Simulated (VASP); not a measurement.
Input of a VASP 6.6.1 run:

The input INCAR:

```
SYSTEM = SiC
PREC = Accurate
ENCUT = 520
EDIFF = 1E-6
ISMEAR = -1
SIGMA = 0.02
LREAL = .FALSE.
LASPH = .TRUE.
NELM = 100
ALGO = Normal
ISIF = 2
LWAVE = .FALSE.
LCHARG = .FALSE.
GGA = PE
NBANDS = 16
```

KPOINTS

```
Automatic mesh
0
G
  12 12 7
  0 0 0
```

The input POSCAR:

```
SiC
1.0
    3.0735139282      0.0000000000      0.0000000000
   -1.5367569641      2.6617411407      0.0000000000
    0.0000000000      0.0000000000      5.0452477100
Si C
2 2
Direct
    0.3333333300      0.6666666700      0.4996024000
    0.6666666700      0.3333333300      0.9996024000
    0.3333333300      0.6666666700      0.8753976000
    0.6666666700      0.3333333300      0.3734155368
```

Potentials or basis: VASP PAW PBE potentials, release 64 (Si, C).

Command:

```console
$ cat potpaw_PBE.64/Si/POTCAR potpaw_PBE.64/C/POTCAR > POTCAR
$ mpirun -np 1 vasp_std > vasp.out
```

(1) Estimate the pressure.

(2) Estimate the largest force.

(3) What does it give for the band gap on the k mesh?

## Answers

(1) 3.9 GPa.

(2) 0.245 eV/Å.

(3) 2.23 eV, indirect (least direct gap 3.97 eV).
